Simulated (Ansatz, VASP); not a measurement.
# Two plane-wave programs on Li5GaSb2

File INCAR:

```
  PREC = Accurate
  ENCUT = 520
  EDIFF = 1E-6
  ISMEAR = 0
  SIGMA = 0.1
  LREAL = F
  LASPH = T
  NELM = 100
  ALGO = Normal
  ISIF = 2
  LWAVE = F
  LCHARG = F
  GGA = PE
  NBANDS = 29
```

Contents of KPOINTS:

```
Automatic mesh
0
Gamma
  4 4 4
```

The input POSCAR:

```
Li5GaSb2
1.0
    0.0000000000      4.1760034200      4.1760034200
    4.1760034200      0.0000000000      4.1760034200
    4.1760034200      4.1760034200      0.0000000000
Li Ga Sb
5 1 2
Direct
    0.8708053300      0.8708053300      0.8708053300
    0.8708053300      0.8708053300      0.3875840100
    0.8708053300      0.3875840100      0.8708053300
    0.3875840100      0.8708053300      0.8708053300
    0.2500000000      0.2500000000      0.2500000000
    0.7500000000      0.7500000000      0.7500000000
    0.5000000000      0.5000000000      0.5000000000
    0.0000000000      0.0000000000      0.0000000000
```

Input for Ansatz:

```yaml
crystal:
  lattice:
    - [0.0, 4.17600342, 4.17600342]
    - [4.17600342, 0.0, 4.17600342]
    - [4.17600342, 4.17600342, 0.0]
  atoms:
    - { symbol: Li, position: [0.87080533, 0.87080533, 0.87080533] }
    - { symbol: Li, position: [0.87080533, 0.87080533, 0.38758401] }
    - { symbol: Li, position: [0.87080533, 0.38758401, 0.87080533] }
    - { symbol: Li, position: [0.38758401, 0.87080533, 0.87080533] }
    - { symbol: Li, position: [0.25, 0.25, 0.25] }
    - { symbol: Ga, position: [0.75, 0.75, 0.75] }
    - { symbol: Sb, position: [0.5, 0.5, 0.5] }
    - { symbol: Sb, position: [0.0, 0.0, 0.0] }
basis:
  ecutwfc: 420
kpoints:
  mp_grid: { grid: [4, 4, 4] }
hamiltonian:
  xc: pbe
scf:
  occupations: { method: gaussian, width: 0.1 }
  lower_state_search: "off"
output:
  forces: true
  stress: true
  eigenvalues: true
```

Alike in both runs: task single point; functional PBE; k mesh 4 × 4 × 4; occupations gaussian, width 0.1 eV; no spin polarisation.

|  | VASP | Ansatz |
| --- | --- | --- |
| version | VASP 6.6.1 | Ansatz 0.2.0 |
| potentials or method | VASP PAW PBE potentials, release 64 (Li_sv, Ga_d, Sb), cutoff 520 eV | scalar-relativistic, plane waves, PAW |
| valence electrons in the cell | 38 | 58 |

```csv
,VASP,Ansatz,Ansatz less VASP
gap on the k mesh at the Fermi level (eV),none,none,-
rms of the force components (eV/Å),0.288,0.412,+0.1234
```

Atom by atom the forces differ by 0.123 eV/Å (rms over components). A gap of «none» marks a metal or a gap that the smearing closes. VASP's potentials hold 38 valence electrons a cell and Ansatz's 58, so a difference there can come from the potentials and not from the codes.

Neither program's run includes spin-orbit coupling. Noted on VASP's run: the cutoff is under 1.25 times that of the potentials, so the pressure is a little rough.
